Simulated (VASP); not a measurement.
# InPd (Pm-3m) in VASP: a series of runs

Runs on InPd. Level: PBEsol. Tasks: single point.

All numbers are computed with VASP 6.6.1; they aren't measurements. Logs are shortened: lines on timing, memory, paths and dates and some standing lists are left out, and cuts for length are marked.

## 1. The cell of the first run

It takes space group Pm-3m (No. 221, cubic). Conventional cell: a = 3.092 Å, b = 3.092 Å, c = 3.092 Å, α = 90.00°, β = 90.00°, γ = 90.00°. In (site symmetry m-3m) has 8 Pd at 2.68 Å and 6 In at 3.09 Å within 3.5 Å. Pd (site symmetry m-3m) has 8 In at 2.68 Å and 6 Pd at 3.09 Å within 3.5 Å.

## 2. Single point, PBEsol

INCAR

```
ALGO = Normal
EDIFF = 1E-7
ENCUT = 520
GGA = PS
ISIF = 2
ISMEAR = -1
LASPH = T
LCHARG = T
LELF = T
LREAL = F
LVHAR = T
LWAVE = F
NBANDS = 18
NELM = 80
PREC = Accurate
SIGMA = 0.05
```

KPOINTS

```
k-points
0
Gamma
  8 8 8
```

POSCAR

```
InPd
1.0
    3.0920735006      0.0000000000      0.0000000000
    0.0000000000      3.0920735006      0.0000000000
    0.0000000000      0.0000000000      3.0920735006
In Pd
1 1
Direct
    0.0000000000      0.0000000000      0.0000000000
    0.5000000000      0.5000000000      0.5000000000
```

Potentials or basis: VASP PAW PBE potentials, release 64 (In_d, Pd).

The run is started by

```bash
$ cat potpaw_PBE.64/In_d/POTCAR potpaw_PBE.64/Pd/POTCAR > POTCAR
$ mpirun -np 1 vasp_std > vasp.out
```

OUTCAR:

```text
EDIFF = 1E-7
   ENCUT = 520
   GGA = PS
   ISIF = 2
   ISMEAR = -1
   LASPH = T
   LREAL = F
   NELM = 80
   PREC = Accurate

 ion  position               nearest neighbor table
   1  0.000  0.000  0.000-   2 2.68   2 2.68   2 2.68   2 2.68   2 2.68   2 2.68   2 2.68   2 2.68

   2  0.500  0.500  0.500-   1 2.68   1 2.68   1 2.68   1 2.68   1 2.68   1 2.68   1 2.68   1 2.68

  LATTYP: Found a simple cubic cell.
 ALAT       =     3.0920735006

  Lattice vectors:

 A1 = (   3.0920735006,   0.0000000000,   0.0000000000)
 A2 = (   0.0000000000,   3.0920735006,   0.0000000000)
 A3 = (   0.0000000000,   0.0000000000,   3.0920735006)

Analysis of symmetry for initial positions (statically):
=====================================================================
 Subroutine PRICEL returns:
 Original cell was already a primitive cell.

 Routine SETGRP: Setting up the symmetry group for a
 simple cubic supercell.

 Subroutine GETGRP returns: Found 48 space group operations
 (whereof 48 operations were pure point group operations)
 out of a pool of 48 trial point group operations.

The static configuration has the point symmetry O_h .

Analysis of symmetry for dynamics (positions and initial velocities):
=====================================================================
 Subroutine PRICEL returns:
 Original cell was already a primitive cell.

 Routine SETGRP: Setting up the symmetry group for a
 simple cubic supercell.

 Subroutine GETGRP returns: Found 48 space group operations
 (whereof 48 operations were pure point group operations)
 out of a pool of 48 trial point group operations.

The dynamic configuration has the point symmetry O_h .

 Subroutine INISYM returns: Found 48 space group operations
 (whereof 48 operations are pure point group operations),
 and found     1 'primitive' translations

----------------------------------------------------------------------------------------

                                     Primitive cell

  volume of cell :      29.5631

  direct lattice vectors                    reciprocal lattice vectors
     3.092073501  0.000000000  0.000000000     0.323407577  0.000000000  0.000000000
     0.000000000  3.092073501  0.000000000     0.000000000  0.323407577  0.000000000
[... 80 lines left out ...]
   LNONCOLLINEAR =      F non collinear calculations
   LSORBIT =      F    spin-orbit coupling
   LASPH  =      T    aspherical Exc in radial PAW
   ENCUT  =  520.0 eV  38.22 Ry    6.18 a.u.   5.75  5.75  5.75*2*pi/ulx,y,z
   NELM   =     80;   NELMIN=  2; NELMDL= -5     # of ELM steps
   EDIFF  = 0.1E-06   stopping-criterion for ELM
   LREAL  =      F    real-space projection
   EDIFFG = 0.1E-05   stopping-criterion for IOM
   NSW    =      0    number of steps for IOM
   IBRION =     -1    ionic relax: 0-MD 1-quasi-New 2-CG
   NFREE  =      0    steps in history (QN), initial steepest desc. (CG)
   ISIF   =      2    stress and relaxation
   ISYM   =      2    0-nonsym 1-usesym 2-fastsym
   POTIM  = 0.5000    time-step for ionic-motion
   TEBEG  =    0.0;   TEEND  =   0.0 temperature during run
   PSTRESS=    0.0 pullay stress
   NELECT =      23.0000    total number of electrons
   NUPDOWN=      -1.0000    fix difference up-down
   EMIN   =  10.00;   EMAX   =-10.00  energy-range for DOS
   EFERMI =   0.00;   METHOD = LEGACY
   ISMEAR =    -1;   SIGMA  =   0.05  broadening in eV -4-tet -1-fermi 0-gaus
   EFERMI_NEDOS =   21; number of points for ismear=-14 and -15
   IALGO  =     38    algorithm
   IMIX   =      4    mixing-type and parameters
     AMIX     =   0.40;   BMIX     =  1.00
     AMIX_MAG =   1.60;   BMIX_MAG =  1.00
  volume/ion in A,a.u.               =      14.78        99.75
  Fermi-wavevector in a.u.,A,eV,Ry     =   1.505686  2.845333 30.845621  2.267089
  Thomas-Fermi vector in A             =   2.616502
   LORBIT       =      0    0 simple, 1 ext, 2 COOP (PROOUT), +10 PAW based schemes
   GGA     = PS    functional components
   LHFCALC =     F    Hartree Fock is set to
   AEXX    =    0.0000 exact exchange contribution
   IVDW    =     0    specifies the selected vdW correction
   LEPSILON=     F    determine dielectric tensor
   LRPA    =     F    only Hartree local field effects (RPA)
 non-spin polarized calculation
  energy-cutoff  :      520.00
  volume of cell :       29.56
 maximum number of plane-waves:       840
 NGX is ok and might be reduce to    24
   NGX = 11   NGY = 11   NGZ = 11

 number of electron      22.9999988 magnetization

 Free energy of the ion-electron system (eV)
  ---------------------------------------------------
  ext. energy  EPLUGINS =         0.00000000
  ---------------------------------------------------
  free energy    TOTEN  =        -9.61987710 eV

  energy without entropy =       -9.61119514  energy(sigma->0) =       -9.61553612

 E-fermi :  13.1255     XC(G=0): -13.3939

 val. band max:       13.1171308850   @ k =   0.3750   0.2500   0.1250
 cond. band min:      13.4537230720   @ k =   0.5000   0.5000   0.2500
 fundamental gap:      0.3365921871
 Fermi energy:        13.1255471569

 k-point     1 :       0.0000    0.0000    0.0000
  band No.  band energies     occupation
      1      -2.2462      2.00000
      2      -2.2462      2.00000
      3      -1.5707      2.00000
      4      -1.5707      2.00000
      5      -1.5707      2.00000
      6       1.5691      2.00000
[... 481 lines left out ...]
      5      -1.3133      2.00000
      6       6.0412      2.00000
[... 10 lines left out ...]
     17      25.0243      0.00000
     18      27.4230      0.00000

 [... further k-points ...]

------------------------ aborting loop because EDIFF is reached ----------------------------------------

  FORCE on cell =-STRESS in cart. coord.  units (eV):
  Direction    XX          YY          ZZ          XY          YZ          ZX
  --------------------------------------------------------------------------------------
  -------------------------------------------------------------------------------------
  Total        5.6069114      5.6069114      5.6069114     -0.0000000      0.0000000     -0.0000000
  in kB      303.8679183    303.8679183    303.8679183     -0.0000000      0.0000000     -0.0000000
  external PRESSURE =     303.8679183 kB  Pullay stress =       0.0000000 kB

 VOLUME and BASIS-vectors are now :
 -----------------------------------------------------------------------------
  energy-cutoff  :      520.00
  volume of cell :       29.56
      direct lattice vectors                 reciprocal lattice vectors
     3.092073501  0.000000000  0.000000000     0.323407577  0.000000000  0.000000000
     0.000000000  3.092073501  0.000000000     0.000000000  0.323407577  0.000000000
     0.000000000  0.000000000  3.092073501     0.000000000  0.000000000  0.323407577

 POSITION                                       TOTAL-FORCE (eV/Angst)
 -----------------------------------------------------------------------------------
      0.00000      0.00000      0.00000         0.000000      0.000000      0.000000
      1.54604      1.54604      1.54604         0.000000      0.000000      0.000000
 -----------------------------------------------------------------------------------
    total drift:                                0.000000      0.000000     -0.000000

  FREE ENERGIE OF THE ION-ELECTRON SYSTEM (eV)
  ---------------------------------------------------
  free  energy   TOTEN  =        -9.6198771023 eV

  energy  without entropy=       -9.6111951433  energy(sigma->0) =       -9.61553612
```

OSZICAR:

```text
N       E                     dE             d eps       ncg     rms          rms(c)
DAV:   1     0.170497748238E+03    0.17050E+03   -0.11372E+04  1324   0.175E+03
DAV:   2    -0.813219945322E+00   -0.17131E+03   -0.16423E+03  1276   0.373E+02
DAV:   3    -0.979560667041E+01   -0.89824E+01   -0.89108E+01  1424   0.913E+01
DAV:   4    -0.997979979002E+01   -0.18419E+00   -0.18407E+00  1518   0.115E+01
DAV:   5    -0.998714484865E+01   -0.73451E-02   -0.73447E-02  1714   0.223E+00    0.105E+01
DAV:   6    -0.969430592304E+01    0.29284E+00   -0.63062E-01  1416   0.107E+01    0.490E+00
DAV:   7    -0.963252705356E+01    0.61779E-01   -0.71250E-02  1634   0.646E+00    0.211E+00
DAV:   8    -0.962120286709E+01    0.11324E-01   -0.18874E-02  1650   0.132E+00    0.525E-01
DAV:   9    -0.961990427007E+01    0.12986E-02   -0.23023E-03  1652   0.851E-01    0.102E-01
DAV:  10    -0.961987686583E+01    0.27404E-04   -0.50901E-05  1928   0.130E-01    0.302E-02
DAV:  11    -0.961987692218E+01   -0.56350E-07   -0.27283E-06  1870   0.168E-02    0.810E-03
DAV:  12    -0.961987711790E+01   -0.19571E-06   -0.29403E-07  1344   0.485E-03    0.156E-03
DAV:  13    -0.961987710232E+01    0.15577E-07   -0.73645E-09   696   0.105E-03
   1 F= -.96198771E+01 E0= -.96155361E+01  d E =-.868196E-02
```

stdout:

```text
POSCAR found type information on POSCAR InPd
 POSCAR found :  2 types and       2 ions
 scaLAPACK will be used
 -----------------------------------------------------------------------------
|                                                                             |
|                                                                             |
|     You enforced a specific xc type in the INCAR file but a different       |
|     I HOPE YOU KNOW WHAT YOU ARE DOING!                                     |
|                                                                             |
 -----------------------------------------------------------------------------

 LDA part: xc-table for (Slater+PW92), standard interpolation
 POSCAR, INCAR and KPOINTS ok, starting setup
 FFT: planning ... GRIDC
 FFT: planning ... GRID_SOFT
 FFT: planning ... GRID
 WAVECAR not read
 entering main loop
```

It took 18 s on 1 thread of Intel Xeon 8259CL, shared host; peak memory 0.15 GiB.

What came out:

| Quantity | Value |
| --- | --- |
| Free energy | -9.6199 eV |
| Pressure | 30.4 GPa |
| Band gap on the k mesh | zero (an odd number of electrons rules out a gap without spin polarisation) |

Caveat: the cell stands under pressure; the PAW data sets were made with another functional, which shifts forces and pressure a little; spin-orbit coupling is left out, which moves the levels of the heavy elements.

## 3. Single point, PBEsol

This run uses another cell than the first one, of 15.36 Å³/atom.

INCAR

```
SYSTEM = InPd
  PREC = Accurate
  ENCUT = 520
  EDIFF = 1E-7
  ISMEAR = -1
  SIGMA = 0.05
  LREAL = .FALSE.
  LASPH = .TRUE.
  NELM = 100
  ALGO = Normal
  ISIF = 2
  LWAVE = .FALSE.
  LCHARG = .FALSE.
  GGA = PS
  NBANDS = 18
```

KPOINTS

```
Automatic mesh
0
G
  8 8 8
  0 0 0
```

POSCAR

```
InPd
1.0
    3.1321973487      0.0000000000      0.0000000000
    0.0000000000      3.1321973487      0.0000000000
    0.0000000000      0.0000000000      3.1321973487
In Pd
1 1
Direct
    0.0000000000      0.0000000000      0.0000000000
    0.5000000000      0.5000000000      0.5000000000
```

Potentials or basis: VASP PAW PBE potentials, release 64 (In_d, Pd).

The run is started by

```bash
$ cat potpaw_PBE.64/In_d/POTCAR potpaw_PBE.64/Pd/POTCAR > POTCAR
$ mpirun -np 1 vasp_std > vasp.out
```

It took 17 s on 1 thread of Intel Xeon 8259CL, shared host; peak memory 0.15 GiB.

Results (log left out):

| Property | Result |
| --- | --- |
| Free energy | -9.8037 eV |
| Pressure | 20.2 GPa |
| Band gap on the k mesh | zero (an odd number of electrons rules out a gap without spin polarisation) |

Levels at points of the mesh, in eV from the Fermi level:
| k point | band 8 | band 9 | band 10 | band 11 | band 12 | band 13 | band 14 | band 15 | band 16 | band 17 |
| --- | --- | --- | --- | --- | --- | --- | --- | --- | --- | --- |
| (0.00, 0.00, 0.00) | -4.41 | -2.50 | -2.50 | -2.50 | 4.47 | 4.47 | 4.47 | 11.27 | 11.64 | 11.64 |
| (0.50, 0.00, 0.00) | -4.48 | -3.77 | -3.77 | -2.64 | -1.12 | 10.45 | 10.82 | 10.82 | 11.66 | 11.66 |
| (0.50, 0.50, 0.00) | -2.97 | -2.97 | -2.80 | -2.80 | -1.81 | 2.24 | 3.01 | 10.48 | 11.67 | 11.67 |
| (0.50, 0.50, 0.50) | -5.70 | -1.76 | -1.76 | 0.52 | 4.05 | 4.05 | 4.05 | 5.04 | 5.04 | 5.04 |

Caveat: the cell stands under pressure; the PAW data sets were made with another functional, which shifts forces and pressure a little; spin-orbit coupling is left out, which moves the levels of the heavy elements.
